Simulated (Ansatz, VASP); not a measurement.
**Y: VASP beside Ansatz**

INCAR

```
PREC = Accurate ; ENCUT = 520
EDIFF = 1E-6 ; ISMEAR = -1
SIGMA = 0.1 ; LREAL = False
LASPH = True ; NELM = 80
ALGO = Normal ; ISIF = 2
LWAVE = False ; LCHARG = False
GGA = PE ; NBANDS = 18
```

KPOINTS

```
regular mesh
0
Gamma
  9 9 5
```

Contents of POSCAR:

```
Y
1.0
    3.5981047680      0.0000000000      0.0000000000
   -1.7990523840      3.1160500776      0.0000000000
    0.0000000000      0.0000000000      5.6531499653
Y
2
Direct
    0.3333333333      0.6666666667      0.2500000000
    0.6666666667      0.3333333333      0.7500000000
```

Input for Ansatz:

```yaml
crystal:
  lattice:
    - [3.5981047679651827, 0.0, 0.0]
    - [-1.7990523839825914, 3.1160500775530813, 0.0]
    - [0.0, 0.0, 5.653149965263276]
  atoms:
    - { symbol: "Y", position: [0.3333333333333333, 0.6666666666666666, 0.25] }
    - { symbol: "Y", position: [0.6666666666666666, 0.3333333333333333, 0.75] }
basis:
  ecutwfc: 421.77648681281397
kpoints:
  mp_grid:
    grid: [9, 9, 5]
hamiltonian:
  xc: pbe
scf:
  convergence:
    dr2_threshold: 1.0e-10
  occupations:
    method: fermi_dirac
output:
  stress: true
```

Alike in both runs: task single point; functional PBE; k mesh 9 × 9 × 5; no spin polarisation.

|  | VASP | Ansatz |
| --- | --- | --- |
| version | VASP 6.6.1 | Ansatz 0.2.0 |
| potentials or method | VASP PAW PBE potentials, release 64 (Y_sv), cutoff 520 eV | plane waves, PAW |
| occupations | fermi-dirac, width 0.1 eV | fermi-dirac |
| valence electrons in the cell | 22 | 22 |

VASP gave:

```
pressure (GPa)                                                : 1.5
traceless stress, the component that is largest in VASP (GPa) : -0.19
```

Question: Estimate Ansatz's values.

Answer: Pressure (GPa): 1.6; traceless stress, the component that is largest in VASP (GPa): -0.19.
